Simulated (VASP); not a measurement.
# Ta (P6/mmm) in VASP: a series of runs

Ta is run at these levels: PBE; tasks: relaxation of shape and atoms at fixed volume, relaxation of cell and atoms, single point.

Everything below comes from runs of VASP 6.6.1. Logs are shortened: lines on timing, memory, paths and dates and some standing lists are left out, and cuts for length are marked.

**1. The cell of the first run**

The structure is hexagonal, space group P6/mmm (No. 191). The conventional cell has a = 2.791 Å, b = 2.791 Å, c = 2.638 Å, α = 90.00°, β = 90.00°, γ = 120.00°. Within 3.5 Å of Ta (site symmetry 6/mmm) lie 8 Ta at 2.64 to 2.79 Å.

**2. Relaxation of shape and atoms at fixed volume, PBE**

INCAR reads:

```
SYSTEM = Ta
  ALGO = Normal
  EDIFF = 1E-6
  EDIFFG = -0.005
  ENCUT = 600
  GGA = PE
  IBRION = 2
  ISIF = 4
  ISMEAR = -1
  LASPH = .TRUE.
  LCHARG = .FALSE.
  LREAL = .FALSE.
  LWAVE = .FALSE.
  NELM = 60
  NSW = 50
  PREC = Accurate
  SIGMA = 0.05
```

KPOINTS reads:

```
k-points
0
G
  17 17 16
  0 0 0
```

POSCAR reads:

```
Ta
1.0
    2.7912779853      0.0000000000      0.0000000000
   -1.3956389926      2.4173176443      0.0000000000
    0.0000000000      0.0000000000      2.6375890740
Ta
1
Direct
    0.0000000000      0.0000000000      0.0000000000
```

Potentials or basis: VASP PAW PBE potentials, release 64 (Ta_pv).

Command:

```bash
$ cat potpaw_PBE.64/Ta_pv/POTCAR > POTCAR
$ mpirun -np 1 vasp_std > vasp.out
```

OUTCAR:

```text
SYSTEM = Ta
   EDIFF = 1E-6
   EDIFFG = -0.005
   ENCUT = 600
   GGA = PE
   IBRION = 2
   ISIF = 4
   ISMEAR = -1
   LASPH = .TRUE.
   LREAL = .FALSE.
   NELM = 60
   NSW = 50
   PREC = Accurate

 ion  position               nearest neighbor table
   1  0.000  0.000  0.000-

  LATTYP: Found a hexagonal cell.
 ALAT       =     2.7912779853
 C/A-ratio  =     0.9449395896

  Lattice vectors:

 A1 = (   2.7912779853,   0.0000000000,   0.0000000000)
 A2 = (  -1.3956389926,   2.4173176443,   0.0000000000)
 A3 = (   0.0000000000,   0.0000000000,   2.6375890740)

Analysis of symmetry for initial positions (statically):
=====================================================================
 Subroutine PRICEL returns:
 Original cell was already a primitive cell.

 Routine SETGRP: Setting up the symmetry group for a
 hexagonal supercell.

 Subroutine GETGRP returns: Found 24 space group operations
 (whereof 24 operations were pure point group operations)
 out of a pool of 24 trial point group operations.

The static configuration has the point symmetry D_6h.

Analysis of symmetry for dynamics (positions and initial velocities):
=====================================================================
 Subroutine PRICEL returns:
 Original cell was already a primitive cell.

 Routine SETGRP: Setting up the symmetry group for a
 hexagonal supercell.

 Subroutine GETGRP returns: Found 24 space group operations
 (whereof 24 operations were pure point group operations)
 out of a pool of 24 trial point group operations.

The dynamic configuration has the point symmetry D_6h.

 Subroutine INISYM returns: Found 24 space group operations
 (whereof 24 operations are pure point group operations),
 and found     1 'primitive' translations

----------------------------------------------------------------------------------------

                                     Primitive cell

  volume of cell :      17.7969

  direct lattice vectors                    reciprocal lattice vectors
     2.791277985  0.000000000  0.000000000     0.358258835  0.206840835  0.000000000
    -1.395638993  2.417317644  0.000000000     0.000000000  0.413681670  0.000000000
     0.000000000  0.000000000  2.637589074     0.000000000  0.000000000  0.379134115

  length of vectors
[... 87 lines left out ...]
   ISYM   =      2    0-nonsym 1-usesym 2-fastsym
   POTIM  = 0.5000    time-step for ionic-motion
   TEBEG  =    0.0;   TEEND  =   0.0 temperature during run
   PSTRESS=    0.0 pullay stress
   NELECT =      11.0000    total number of electrons
   NUPDOWN=      -1.0000    fix difference up-down
   EMIN   =  10.00;   EMAX   =-10.00  energy-range for DOS
   EFERMI =   0.00;   METHOD = LEGACY
   ISMEAR =    -1;   SIGMA  =   0.05  broadening in eV -4-tet -1-fermi 0-gaus
   EFERMI_NEDOS =   21; number of points for ismear=-14 and -15
   IALGO  =     38    algorithm
   IMIX   =      4    mixing-type and parameters
     AMIX     =   0.40;   BMIX     =  1.00
     AMIX_MAG =   1.60;   BMIX_MAG =  1.00
  volume/ion in A,a.u.               =      17.80       120.10
  Fermi-wavevector in a.u.,A,eV,Ry     =   1.394519  2.635259 26.459019  1.944683
  Thomas-Fermi vector in A             =   2.518060
   LORBIT       =      0    0 simple, 1 ext, 2 COOP (PROOUT), +10 PAW based schemes
   GGA     = PE    functional components
   LHFCALC =     F    Hartree Fock is set to
   AEXX    =    0.0000 exact exchange contribution
   IVDW    =     0    specifies the selected vdW correction
   LEPSILON=     F    determine dielectric tensor
   LRPA    =     F    only Hartree local field effects (RPA)
 conjugate gradient relaxation of ions
 non-spin polarized calculation
  energy-cutoff  :      600.00
  volume of cell :       17.80
 maximum number of plane-waves:       611
 NGX is ok and might be reduce to    24
   NGX = 11   NGY = 11   NGZ = 11

--------------------------------------- Ionic step        1  -------------------------------------------

 number of electron      11.0000001 magnetization

 Free energy of the ion-electron system (eV)
  ---------------------------------------------------
  ext. energy  EPLUGINS =         0.00000000
  ---------------------------------------------------
  free energy    TOTEN  =       -11.01003193 eV

  energy without entropy =      -11.00182793  energy(sigma->0) =      -11.00592993

------------------------ aborting loop because EDIFF is reached ----------------------------------------

  FORCE on cell =-STRESS in cart. coord.  units (eV):
  Direction    XX          YY          ZZ          XY          YZ          ZX
  --------------------------------------------------------------------------------------
  -------------------------------------------------------------------------------------
  Total        2.3372988      2.3372988      2.3726990      0.0000000      0.0000000      0.0000000
  in kB      210.4170231    210.4170231    213.6039546      0.0000000      0.0000000      0.0000000
  external PRESSURE =     211.4793336 kB  Pullay stress =       0.0000000 kB
[... 57 lines left out ...]
--------------------------------------- Ionic step        3  -------------------------------------------

 number of electron      11.0000001 magnetization

 Free energy of the ion-electron system (eV)
  ---------------------------------------------------
  ext. energy  EPLUGINS =         0.00000000
  ---------------------------------------------------
  free energy    TOTEN  =       -11.01004169 eV

  energy without entropy =      -11.00183100  energy(sigma->0) =      -11.00593635

 E-fermi :   6.0304     XC(G=0): -12.6120

 val. band max:        6.0206963748   @ k =   0.3529   0.0588   0.0000
 cond. band min:       6.0532755423   @ k =   0.3529   0.0000   0.1875
 fundamental gap:      0.0325791676
 Fermi energy:         6.0304333162

 k-point     1 :       0.0000    0.0000    0.0000
  band No.  band energies     occupation
      1     -27.3727      2.00000
      2     -27.3727      2.00000
      3     -27.3288      2.00000
      4      -2.2625      2.00000
      5       2.6559      2.00000
      6       6.4392      0.00056
      7       6.4392      0.00056
      8      12.8502      0.00000
      9      12.8502      0.00000
[... 265 lines left out ...]
 k-point    24 :       0.1765    0.1765    0.0000
  band No.  band energies     occupation
      1     -28.3174      2.00000
      2     -27.7049      2.00000
      3     -27.2134      2.00000
      4       0.8537      2.00000
      5       4.0591      2.00000
      6       4.0947      2.00000
      7       9.7340      0.00000
      8      10.3419      0.00000
      9      11.8134      0.00000

 [... further k-points ...]
[... 5 lines left out ...]
  --------------------------------------------------------------------------------------
  -------------------------------------------------------------------------------------
  Total        2.3544109      2.3544109      2.3550191      0.0000000     -0.0000000      0.0000000
  in kB      211.9575546    211.9575546    212.0123067      0.0000000     -0.0000000      0.0000000
  external PRESSURE =     211.9758053 kB  Pullay stress =       0.0000000 kB
[... 16 lines left out ...]
  FREE ENERGIE OF THE ION-ELECTRON SYSTEM (eV)
  ---------------------------------------------------
  free  energy   TOTEN  =       -11.0100416901 eV

  energy  without entropy=      -11.0018310021  energy(sigma->0) =      -11.00593635

 reached required accuracy - stopping structural energy minimisation
```

OSZICAR:

```text
N       E                     dE             d eps       ncg     rms          rms(c)
DAV:   1     0.531128357131E+02    0.53113E+02   -0.71442E+03  5362   0.131E+03
DAV:   2    -0.105361951851E+02   -0.63649E+02   -0.62526E+02  6831   0.263E+02
[... 14 lines left out ...]
   2 F= -.11010022E+02 E0= -.11005915E+02  d E =0.990964E-05
       N       E                     dE             d eps       ncg     rms          rms(c)
DAV:   1    -0.110101459262E+02   -0.12413E-03   -0.30650E-03  5352   0.560E-01    0.498E-02
DAV:   2    -0.110100566848E+02    0.89241E-04   -0.98500E-05  5621   0.829E-02    0.206E-02
DAV:   3    -0.110100416227E+02    0.15062E-04   -0.38726E-05  6375   0.446E-02    0.709E-03
DAV:   4    -0.110100416901E+02   -0.67442E-07   -0.85517E-07  3628   0.794E-03
   3 F= -.11010042E+02 E0= -.11005936E+02  d E =-.975883E-05
```

It took 1.7 min on 1 thread of AMD EPYC 7R13, shared host; peak memory 0.16 GiB.

What came out:

```yaml
Free_energy: -11.0100 eV
Energy_gained_by_relaxing: 0.0 meV/atom
Ionic_steps: 3
Pressure_after_relaxing: 21.2 GPa
```

Final structure:
```yaml
crystal:
  lattice:
    - [2.79060, 0.00000, 0.00000]
    - [-1.39530, 2.41673, 0.00000]
    - [0.00000, 0.00000, 2.63887]
  atoms:
    - { symbol: Ta, position: [0.00000, 0.00000, 0.00000] }
```

Caveat: spin-orbit coupling is left out, which moves the levels of the heavy elements.

**3. Relaxation of cell and atoms, PBE**

This run uses another cell than the first one, of 19.05 Å³/atom, 1.071 times its volume.

INCAR reads:

```
ALGO = Normal
EDIFF = 1E-6
EDIFFG = -0.005
ENCUT = 600
GGA = PE
IBRION = 2
ISIF = 3
ISMEAR = -1
LASPH = True
LCHARG = False
LREAL = False
LWAVE = False
NELM = 100
NSW = 60
PREC = Accurate
SIGMA = 0.05
```

KPOINTS reads:

```
k-points
0
Gamma
  17 17 16
```

POSCAR reads:

```
Ta
1.0
    2.8604959875      0.0000000000      0.0000000000
   -1.4302479937      2.4772621926      0.0000000000
    0.0000000000      0.0000000000      2.6888662283
Ta
1
Direct
    0.0000000000      0.0000000000      0.0000000000
```

Potentials or basis: VASP PAW PBE potentials, release 64 (Ta_pv).

Command:

```bash
$ cat potpaw_PBE.64/Ta_pv/POTCAR > POTCAR
$ mpirun -np 1 vasp_std > vasp.out
```

OUTCAR:

```text
EDIFF = 1E-6
   EDIFFG = -0.005
   ENCUT = 600
   GGA = PE
   IBRION = 2
   ISIF = 3
   ISMEAR = -1
   LASPH = True
   LREAL = False
   NELM = 100
   NSW = 60
   PREC = Accurate

 ion  position               nearest neighbor table
   1  0.000  0.000  0.000-

  LATTYP: Found a hexagonal cell.
 ALAT       =     2.8604959875
 C/A-ratio  =     0.9400000000

  Lattice vectors:

 A1 = (   2.8604959875,   0.0000000000,   0.0000000000)
 A2 = (  -1.4302479937,   2.4772621926,   0.0000000000)
 A3 = (   0.0000000000,   0.0000000000,   2.6888662283)

Analysis of symmetry for initial positions (statically):
=====================================================================
 Subroutine PRICEL returns:
[... 457 lines left out ...]

  energy without entropy =      -11.12378548  energy(sigma->0) =      -11.12761616

 E-fermi :   5.1486     XC(G=0): -12.0776

 val. band max:        5.1477518407   @ k =   0.4706   0.0000   0.0625
 cond. band min:       5.1529458070   @ k =   0.1765   0.1176   0.5000
 fundamental gap:      0.0051939664
 Fermi energy:         5.1485665774

 k-point     1 :       0.0000    0.0000    0.0000
  band No.  band energies     occupation
      1     -28.6028      2.00000
      2     -28.6028      2.00000
      3     -28.5503      2.00000
      4      -2.7097      2.00000
      5       2.2160      2.00000
      6       5.6023      0.00023
      7       5.6023      0.00023
      8      11.1351      0.00000
      9      11.1351      0.00000
[... 265 lines left out ...]
 k-point    24 :       0.1765    0.1765    0.0000
  band No.  band energies     occupation
      1     -29.2710      2.00000
      2     -28.8385      2.00000
      3     -28.4701      2.00000
      4       0.1352      2.00000
      5       3.4197      2.00000
      6       3.4686      2.00000
      7       8.5121      0.00000
      8       8.9915      0.00000
      9      10.2731      0.00000

 [... further k-points ...]
[... 5 lines left out ...]
  --------------------------------------------------------------------------------------
  -------------------------------------------------------------------------------------
  Total        0.0006626      0.0006626     -0.0012763      0.0000000      0.0000000     -0.0000000
  in kB        0.0536569      0.0536569     -0.1033488      0.0000000      0.0000000     -0.0000000
  external PRESSURE =       0.0013217 kB  Pullay stress =       0.0000000 kB
[... 16 lines left out ...]
  FREE ENERGIE OF THE ION-ELECTRON SYSTEM (eV)
  ---------------------------------------------------
  free  energy   TOTEN  =       -11.1314468383 eV

  energy  without entropy=      -11.1237854758  energy(sigma->0) =      -11.12761616

 reached required accuracy - stopping structural energy minimisation
```

CONTCAR:

```text
Ta
   1.00000000000000
     2.8914366674691241    0.0000000000006246   -0.0000000000000000
    -1.4457183336834805    2.5040576074633640   -0.0000000000000000
    -0.0000000000000000    0.0000000000000000    2.7327728184780344
  Ta
     1
Direct
     0.0000000000000000    0.0000000000000000    0.0000000000000000

  0.00000000E+00  0.00000000E+00  0.00000000E+00
```

Wall time 5.1 min (1 thread of AMD EPYC 7R13, shared host); peak memory 0.18 GiB.

What came out:

```yaml
Free_energy: -11.1314 eV
Relaxed_volume: 19.79 Å³/atom
Relaxed_cell: a = 2.891 Å, b = 2.891 Å, c = 2.733 Å, α = 90.00°, β = 90.00°, γ = 120.00°
Space_group_after_relaxing_to_0.05_Å: P6/mmm (No. 191)
Energy_gained_by_relaxing: 15.4 meV/atom
Ionic_steps: 9
Pressure_after_relaxing: 0.0 GPa
```

Step by step:
```
step  energy change (eV)  largest force (eV/Å)  pressure (GPa)  volume (Å³)
   1              0.0000                0.0000            6.69        19.05
   2              0.0404                0.0000          -10.66        21.33
   3             -0.0153                0.0000           -0.17        19.81
   4             -0.0153                0.0000           -0.04        19.79
   5             -0.0153                0.0000            0.08        19.78
   6             -0.0153                0.0000            0.13        19.77
   7             -0.0153                0.0000            0.12        19.77
   8             -0.0153                0.0000           -0.12        19.81
   9             -0.0154                0.0000            0.00        19.79
```

Final structure:
```
Ta
1.0
     2.89144    0.00000    0.00000
    -1.44572    2.50406    0.00000
     0.00000    0.00000    2.73277
Ta
1
Cartesian
  0.0000 0.0000 0.0000
```

Levels at points of the mesh, in eV from the Fermi level:
| k point | band 3 | band 4 | band 5 | band 6 | band 7 | band 8 |
| --- | --- | --- | --- | --- | --- | --- |
| (0.00, 0.00, 0.00) | -33.70 | -7.86 | -2.93 | 0.45 | 0.45 | 5.99 |
| (0.00, 0.00, 0.50) | -33.64 | -4.44 | -0.50 | 1.30 | 1.30 | 2.48 |

Caveat: spin-orbit coupling is left out, which moves the levels of the heavy elements.

**4. Single point, PBE**

This run uses another cell than the first one, of 9.89 Å³/atom, 0.556 times its volume.

INCAR reads:

```
SYSTEM = Ta
ALGO = Normal
EDIFF = 1E-6
ENCUT = 500
GGA = PE
GGA_COMPAT = .False.
ISIF = 2
ISMEAR = -1
LASPH = .True.
LCHARG = .False.
LREAL = .False.
LWAVE = .False.
NBANDS = 12
NELM = 120
PREC = Accurate
SIGMA = 0.05
```

KPOINTS reads:

```
k-points
0
Gamma
  17 17 16
  0 0 0
```

POSCAR reads:

```
Ta
1.0
    2.2941895950      0.0000000000      0.0000000000
   -1.1470947975      1.9868264703      0.0000000000
    0.0000000000      0.0000000000      2.1691131099
Ta
1
Direct
    0.0000000000      0.0000000000      0.0000000000
```

Potentials or basis: VASP PAW PBE potentials, release 64 (Ta_sv_GW).

Command:

```bash
$ cat potpaw_PBE.64/Ta_sv_GW/POTCAR > POTCAR
$ mpirun -np 1 vasp_std > vasp.out
```

It took 21 s on 1 thread of Intel Xeon Platinum 8488C (Sapphire Rapids), shared host; peak memory 0.15 GiB.

The run converged. Its results:

```
Free energy : -6.2428 eV
Pressure    : 429.4 GPa
```

Stress tensor (GPa, compression positive):
```
428.53   0.00   0.00
  0.00 428.53   0.00
  0.00   0.00 431.10
```

Levels at points of the mesh, in eV from the Fermi level:
```csv
k point,band 4,band 5,band 6,band 7,band 8,band 9
"(0.00, 0.00, 0.00)",-31.69,-9.73,-7.54,-0.94,-0.94,12.90
"(0.00, 0.00, 0.50)",-30.92,-4.93,1.24,1.24,1.93,3.56
```

Caveat: spin-orbit coupling is left out, which moves the levels of the heavy elements.

**5. Overview**

```tsv
task	potentials or basis	cell	cutoff (eV)	second run	gap on the mesh (eV)	pressure (GPa)
relaxation of shape and atoms at fixed volume	VASP PAW PBE potentials, release 64 (Ta_pv)	relaxed from a = 2.791, b = 2.791, c = 2.638 Å, angles 90.0, 90.0, 120.0°, 1 atom	600	-	none	21.2
relaxation of cell and atoms	VASP PAW PBE potentials, release 64 (Ta_pv)	relaxed from a = 2.860, b = 2.860, c = 2.689 Å, angles 90.0, 90.0, 120.0°, 1 atom	600	-	none	0.0
single point	VASP PAW PBE potentials, release 64 (Ta_sv_GW)	a = 2.294, b = 2.294, c = 2.169 Å, angles 90.0, 90.0, 120.0°, 1 atom	500	valence_matched	none	429.4
```

Alike in all rows: level PBE; no spin polarisation; k mesh 17 × 17 × 16; smearing fermi-dirac 0.05 eV.

Caveats: spin-orbit coupling is left out, which moves the levels of the heavy elements.

Total energies depend on the potentials used, so only differences within one code and one set of settings carry meaning.
